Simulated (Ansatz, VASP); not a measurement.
Two plane-wave programs on SiSb2

```xyz
6
Lattice="4.0726 0.0000 0.0000 0.0000 4.0726 0.0000 0.0000 0.0000 9.7545" Properties=species:S:1:pos:R:3 pbc="T T T"
Si    2.0363    0.0000    3.5988
Si    0.0000    2.0363    6.1557
Sb    0.0000    0.0000    0.0000
Sb    2.0363    2.0363    0.0000
Sb    2.0363    0.0000    6.2920
Sb    0.0000    2.0363    3.4626
```

Alike in both runs: functional PBE; k mesh 10 × 10 × 4; occupations gaussian, width 0.1 eV; no spin polarisation.

Ansatz relaxed the structure, and its values are those at the end. VASP's run is a single point on that final structure, the one shown.

```csv
,VASP,Ansatz
version,VASP 6.6.1,Ansatz 0.2.0
potentials or method,"VASP PAW PBE potentials, release 64 (Si, Sb), cutoff 520 eV","scalar-relativistic, plane waves, PAW"
valence electrons in the cell,28,68
```

Ansatz gave:

```
gap on the k mesh at the Fermi level (eV) : none
pressure (GPa)                            : 0.0
rms of the force components (eV/Å)        : 0.003
```

Problem. Estimate VASP's values.

Solution. gap on the k mesh at the Fermi level (eV): none; pressure (GPa): 0.0; rms of the force components (eV/Å): 0.009.

A gap of «none» marks a metal or a gap that the smearing closes. VASP's potentials hold 28 valence electrons a cell and Ansatz's 68, so a difference there can come from the potentials and not from the codes.

Spin-orbit coupling is off throughout.
